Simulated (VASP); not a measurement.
Here is a VASP 6.6.1 calculation.

The input INCAR:

```
ALGO = Normal ; EDIFF = 1E-7
EDIFFG = -0.002 ; ENCUT = 500
GGA_COMPAT = F ; IBRION = 2
ISIF = 3 ; ISMEAR = 0
LASPH = T ; LCHARG = F
LREAL = F ; LWAVE = F
NELM = 120 ; NELMIN = 4
NSW = 100 ; PREC = Accurate
PSTRESS = 70.0 ; SIGMA = 0.01
```

KPOINTS

```
k-points
0
Gamma
  6 6 6
```

The input POSCAR:

```
AgI
1.0
    3.1739602599      3.1739602599      0.0000000000
   -3.1739602599      3.1739602599      0.0000000000
    0.0000000000      3.1739602599      3.1739602599
Ag I
1 1
Direct
    0.0000000000      0.0000000000      0.0000000000
    0.7500000000      0.2500000000      0.5000000000
```

Potentials or basis: VASP PAW LDA potentials, release 64 (Ag, I).

Command:

```bash
$ cat potpaw_LDA.64/Ag/POTCAR potpaw_LDA.64/I/POTCAR > POTCAR
$ mpirun -np 1 vasp_std > vasp.out
```

(1) What does it give for the relaxed volume?

(2) Predict the space group after relaxing (to 0.1 Å).

## Answers

(1) 28.30 Å³/atom.

(2) F-43m (No. 216).

Caveat: the cell is relaxed towards a set pressure, so the run minimises the enthalpy, not the energy.
